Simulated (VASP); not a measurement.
# KI (Fm-3m) in VASP: single point with PBE

Aim: the single point of KI with PBE.

Everything below comes from runs of VASP 6.6.1. Logs are shortened: lines on timing, memory, paths and dates and some standing lists are left out, and cuts for length are marked.

## (1) The cell of the first run

The structure is cubic, space group Fm-3m (No. 225). Conventional cell: a = 7.273 Å, b = 7.273 Å, c = 7.273 Å, α = 90.00°, β = 90.00°, γ = 90.00°. K (site symmetry m-3m) has 6 I at 3.64 Å within 4.8 Å. I (site symmetry m-3m) has 6 K at 3.64 Å within 4.8 Å.

## (2) Single point, PBE

INCAR reads:

```
SYSTEM = KI
  PREC = Accurate
  ENCUT = 500
  EDIFF = 1E-6
  ISMEAR = 1
  SIGMA = 0.0519
  LREAL = .FALSE.
  LASPH = .TRUE.
  NELM = 120
  ALGO = Normal
  ISIF = 2
  LWAVE = .FALSE.
  LCHARG = .FALSE.
  GGA = PE
  NBANDS = 15
  GGA_COMPAT = .FALSE.
```

KPOINTS reads:

```
Automatic mesh
0
G
  6 6 6
  0 0 0
```

POSCAR reads:

```
KI
1.0
    0.0000000000      3.6365250000      3.6365250000
    3.6365250000      0.0000000000      3.6365250000
    3.6365250000      3.6365250000      0.0000000000
K I
1 1
Direct
    0.0000000000      0.0000000000      0.0000000000
    0.5000000000      0.5000000000      0.5000000000
```

Potentials or basis: VASP PAW PBE potentials, release 64 (K_sv, I).

Command:

```bash
> cat potpaw_PBE.64/K_sv/POTCAR potpaw_PBE.64/I/POTCAR > POTCAR
> mpirun -np 1 vasp_std > vasp.out
```

OUTCAR:

```text
SYSTEM = KI
   PREC = Accurate
   ENCUT = 500
   EDIFF = 1E-6
   ISMEAR = 1
   LREAL = .FALSE.
   LASPH = .TRUE.
   NELM = 120
   ISIF = 2
   GGA = PE

 ion  position               nearest neighbor table
   1  0.000  0.000  0.000-   2 3.64   2 3.64   2 3.64   2 3.64   2 3.64   2 3.64
   2  0.500  0.500  0.500-   1 3.64   1 3.64   1 3.64   1 3.64   1 3.64   1 3.64

  LATTYP: Found a face centered cubic cell.
 ALAT       =     7.2730500000

  Lattice vectors:

 A1 = (   0.0000000000,   3.6365250000,   3.6365250000)
 A2 = (   3.6365250000,   0.0000000000,   3.6365250000)
 A3 = (   3.6365250000,   3.6365250000,   0.0000000000)

Analysis of symmetry for initial positions (statically):
=====================================================================
 Subroutine PRICEL returns:
 Original cell was already a primitive cell.

 Routine SETGRP: Setting up the symmetry group for a
 face centered cubic supercell.

 Subroutine GETGRP returns: Found 48 space group operations
 (whereof 48 operations were pure point group operations)
 out of a pool of 48 trial point group operations.

The static configuration has the point symmetry O_h .

Analysis of symmetry for dynamics (positions and initial velocities):
=====================================================================
 Subroutine PRICEL returns:
 Original cell was already a primitive cell.

 Routine SETGRP: Setting up the symmetry group for a
 face centered cubic supercell.

 Subroutine GETGRP returns: Found 48 space group operations
 (whereof 48 operations were pure point group operations)
 out of a pool of 48 trial point group operations.

The dynamic configuration has the point symmetry O_h .

 Subroutine INISYM returns: Found 48 space group operations
 (whereof 48 operations are pure point group operations),
 and found     1 'primitive' translations

----------------------------------------------------------------------------------------

                                     Primitive cell

  volume of cell :      96.1811

  direct lattice vectors                    reciprocal lattice vectors
     0.000000000  3.636525000  3.636525000    -0.137493899  0.137493899  0.137493899
     3.636525000  0.000000000  3.636525000     0.137493899 -0.137493899  0.137493899
     3.636525000  3.636525000  0.000000000     0.137493899  0.137493899 -0.137493899

  length of vectors
     5.142822975  5.142822975  5.142822975     0.238146418  0.238146418  0.238146418

  position of ions in fractional coordinates (direct lattice)
     0.000000000  0.000000000  0.000000000
     0.500000000  0.500000000  0.500000000

  ion indices of the primitive-cell ions
   primitive index   ion index
                 1           1
                 2           2

----------------------------------------------------------------------------------------

 KPOINTS: Automatic mesh

Automatic generation of k-mesh.
 Grid dimensions read from file:
 generate k-points for:    6    6    6

 Generating k-lattice:

  Cartesian coordinates                     Fractional coordinates (reciprocal lattice)
    -0.022915650  0.022915650  0.022915650     0.166666667  0.000000000  0.000000000
     0.022915650 -0.022915650  0.022915650     0.000000000  0.166666667  0.000000000
     0.022915650  0.022915650 -0.022915650     0.000000000  0.000000000  0.166666667

  Length of vectors
     0.039691070  0.039691070  0.039691070

  Shift w.r.t. Gamma in fractional coordinates (k-lattice)
     0.000000000  0.000000000  0.000000000

 Subroutine IBZKPT returns following result:
 ===========================================

 Found     16 irreducible k-points:

 Following reciprocal coordinates:
            Coordinates               Weight
  0.000000  0.000000  0.000000      1.000000
  0.166667  0.000000  0.000000      8.000000
  0.333333  0.000000  0.000000      8.000000
  0.500000  0.000000  0.000000      4.000000
  0.166667  0.166667  0.000000      6.000000
  0.333333  0.166667  0.000000     24.000000
[... 8 lines left out ...]
 -0.333333  0.333333  0.166667     24.000000
 -0.333333  0.500000  0.166667     12.000000
   k-points           NKPTS =     16   k-points in BZ     NKDIM =     16   number of bands    NBANDS=     15
   number of dos      NEDOS =    301   number of ions     NIONS =      2
   total plane-waves  NPLWV =  64000
   dimension x,y,z NGX =    40 NGY =   40 NGZ =   40
   dimension x,y,z NGXF=    80 NGYF=   80 NGZF=   80
   ions per type =               1   1
   NGX,Y,Z   is equivalent  to a cutoff of  12.93, 12.93, 12.93 a.u.
   NGXF,Y,Z  is equivalent  to a cutoff of  25.86, 25.86, 25.86 a.u.
 SYSTEM =  KI
   PREC   = accura    normal or accurate (medium, high low for compatibility)
   ISTART =      0    job   : 0-new  1-cont  2-samecut
   ICHARG =      2    charge: 1-file 2-atom 10-const
   ISPIN  =      1    spin polarized calculation?
   LNONCOLLINEAR =      F non collinear calculations
   LSORBIT =      F    spin-orbit coupling
   LASPH  =      T    aspherical Exc in radial PAW
   ENCUT  =  500.0 eV  36.75 Ry    6.06 a.u.   9.38  9.38  9.38*2*pi/ulx,y,z
   NELM   =    120;   NELMIN=  2; NELMDL= -5     # of ELM steps
   EDIFF  = 0.1E-05   stopping-criterion for ELM
   LREAL  =      F    real-space projection
   EDIFFG = 0.1E-04   stopping-criterion for IOM
   NSW    =      0    number of steps for IOM
   IBRION =     -1    ionic relax: 0-MD 1-quasi-New 2-CG
   NFREE  =      0    steps in history (QN), initial steepest desc. (CG)
   ISIF   =      2    stress and relaxation
   ISYM   =      2    0-nonsym 1-usesym 2-fastsym
   POTIM  = 0.5000    time-step for ionic-motion
   TEBEG  =    0.0;   TEEND  =   0.0 temperature during run
   PSTRESS=    0.0 pullay stress
   NELECT =      16.0000    total number of electrons
   NUPDOWN=      -1.0000    fix difference up-down
   EMIN   =  10.00;   EMAX   =-10.00  energy-range for DOS
   EFERMI =   0.00;   METHOD = LEGACY
   ISMEAR =     1;   SIGMA  =   0.05  broadening in eV -4-tet -1-fermi 0-gaus
   EFERMI_NEDOS =   21; number of points for ismear=-14 and -15
   IALGO  =     38    algorithm
   IMIX   =      4    mixing-type and parameters
     AMIX     =   0.40;   BMIX     =  1.00
     AMIX_MAG =   1.60;   BMIX_MAG =  1.00
  volume/ion in A,a.u.               =      48.09       324.53
  Fermi-wavevector in a.u.,A,eV,Ry     =   0.900364  1.701442 11.029642  0.810656
  Thomas-Fermi vector in A             =   2.023313
   LORBIT       =      0    0 simple, 1 ext, 2 COOP (PROOUT), +10 PAW based schemes
   GGA     = PE    functional components
   LHFCALC =     F    Hartree Fock is set to
   AEXX    =    0.0000 exact exchange contribution
   IVDW    =     0    specifies the selected vdW correction
   LEPSILON=     F    determine dielectric tensor
   LRPA    =     F    only Hartree local field effects (RPA)
 non-spin polarized calculation
 Methfessel and Paxton  Order N= 1 SIGMA  =   0.05
  energy-cutoff  :      500.00
  volume of cell :       96.18
 maximum number of plane-waves:      2457
 NGX is ok and might be reduce to    40
   NGX = 19   NGY = 19   NGZ = 19

 number of electron      16.0000001 magnetization

 Free energy of the ion-electron system (eV)
  ---------------------------------------------------
  ext. energy  EPLUGINS =         0.00000000
  ---------------------------------------------------
  free energy    TOTEN  =        -5.56148600 eV

  energy without entropy =       -5.56160881  energy(sigma->0) =       -5.56152694

 E-fermi :  -0.8015     XC(G=0):  -6.8445

 val. band max:       -0.8386316194   @ k =   0.0000   0.0000   0.0000
 cond. band min:       2.9323690151   @ k =   0.0000   0.0000   0.0000
 fundamental gap:      3.7710006346
 Fermi energy:        -0.8014681020

 k-point     1 :       0.0000    0.0000    0.0000
  band No.  band energies     occupation
      1     -29.5055      2.00000
      2     -12.9827      2.00000
      3     -12.9827      2.00000
      4     -12.9827      2.00000
      5     -11.2219      2.00000
      6      -0.8386      1.93071
      7      -0.8386      1.93071
      8      -0.8386      1.93071
      9       2.9324      0.00000
     10       5.6786      0.00000
     11       5.6786      0.00000
     12       5.6786      0.00000
     13       6.3400      0.00000
     14       6.3400      0.00000
     15       8.8360      0.00000

 k-point     2 :       0.1667    0.0000    0.0000
  band No.  band energies     occupation
      1     -29.5052      2.00000
      2     -13.0057      2.00000
      3     -12.9832      2.00000
      4     -12.9832      2.00000
      5     -11.1751      2.00000
      6      -1.1947      2.00000
      7      -0.9106      2.01131
      8      -0.9106      2.01131
      9       3.5087      0.00000
     10       5.5752      0.00000
     11       5.9455      0.00000
     12       5.9455      0.00000
     13       6.6118      0.00000
     14       6.6118      0.00000
     15       9.6171      0.00000

 k-point     3 :       0.3333    0.0000    0.0000
  band No.  band energies     occupation
      1     -29.5046      2.00000
      2     -13.0489      2.00000
      3     -12.9841      2.00000
      4     -12.9841      2.00000
      5     -11.0831      2.00000
      6      -1.7438      2.00000
      7      -1.0456      2.00000
      8      -1.0456      2.00000
      9       4.3526      0.00000
     10       5.9656      0.00000
     11       6.5802      0.00000
     12       6.5802      0.00000
     13       7.3466      0.00000
     14       7.3466      0.00000
     15       8.4770      0.00000
[... 199 lines left out ...]
 k-point    15 :      -0.3333    0.3333    0.1667
  band No.  band energies     occupation
      1     -29.5040      2.00000
      2     -13.0330      2.00000
      3     -12.9992      2.00000
      4     -12.9926      2.00000
      5     -11.0675      2.00000
      6      -1.6691      2.00000
      7      -1.3852      2.00000
      8      -1.2099      2.00000
      9       5.3357      0.00000
     10       5.6906      0.00000
     11       5.9171      0.00000
     12       7.1553      0.00000
     13       7.6973      0.00000
     14       8.1599      0.00000
     15       8.7426      0.00000

 k-point    16 :      -0.3333    0.5000    0.1667
  band No.  band energies     occupation
      1     -29.5039      2.00000
      2     -13.0085      2.00000
      3     -13.0079      2.00000
      4     -12.9995      2.00000
      5     -11.0861      2.00000
      6      -1.5940      2.00000
      7      -1.3238      2.00000
      8      -1.2984      2.00000
      9       4.8661      0.00000
     10       5.3141      0.00000
     11       6.4015      0.00000
     12       7.1753      0.00000
     13       7.5363      0.00000
     14       8.5747      0.00000
     15       8.8870      0.00000

------------------------ aborting loop because EDIFF is reached ----------------------------------------

  FORCE on cell =-STRESS in cart. coord.  units (eV):
  Direction    XX          YY          ZZ          XY          YZ          ZX
  --------------------------------------------------------------------------------------
  -------------------------------------------------------------------------------------
  Total       -0.2057689     -0.2057689     -0.2057689     -0.0000000      0.0000000     -0.0000000
  in kB       -3.4276821     -3.4276821     -3.4276821     -0.0000000      0.0000000     -0.0000000
  external PRESSURE =      -3.4276821 kB  Pullay stress =       0.0000000 kB

 VOLUME and BASIS-vectors are now :
 -----------------------------------------------------------------------------
  energy-cutoff  :      500.00
  volume of cell :       96.18
      direct lattice vectors                 reciprocal lattice vectors
     0.000000000  3.636525000  3.636525000    -0.137493899  0.137493899  0.137493899
     3.636525000  0.000000000  3.636525000     0.137493899 -0.137493899  0.137493899
     3.636525000  3.636525000  0.000000000     0.137493899  0.137493899 -0.137493899

 POSITION                                       TOTAL-FORCE (eV/Angst)
 -----------------------------------------------------------------------------------
      0.00000      0.00000      0.00000         0.000000      0.000000      0.000000
      3.63652      3.63652      3.63652         0.000000     -0.000000     -0.000000
 -----------------------------------------------------------------------------------
    total drift:                                0.000000     -0.000000     -0.000000

  FREE ENERGIE OF THE ION-ELECTRON SYSTEM (eV)
  ---------------------------------------------------
  free  energy   TOTEN  =        -5.5614860043 eV

  energy  without entropy=       -5.5616088129  energy(sigma->0) =       -5.56152694
```

Wall time 26 s (1 thread of Intel Xeon Platinum 8259CL at 2.50GHz (Skylake/Cascade Lake), shared host); peak memory 0.24 GiB.

Results:

```yaml
Free_energy: -5.5615 eV
Pressure: -0.3 GPa
Band_gap_on_the_k_mesh: 3.77 eV
```

Caveat: spin-orbit coupling is left out, which moves the levels of the heavy elements.
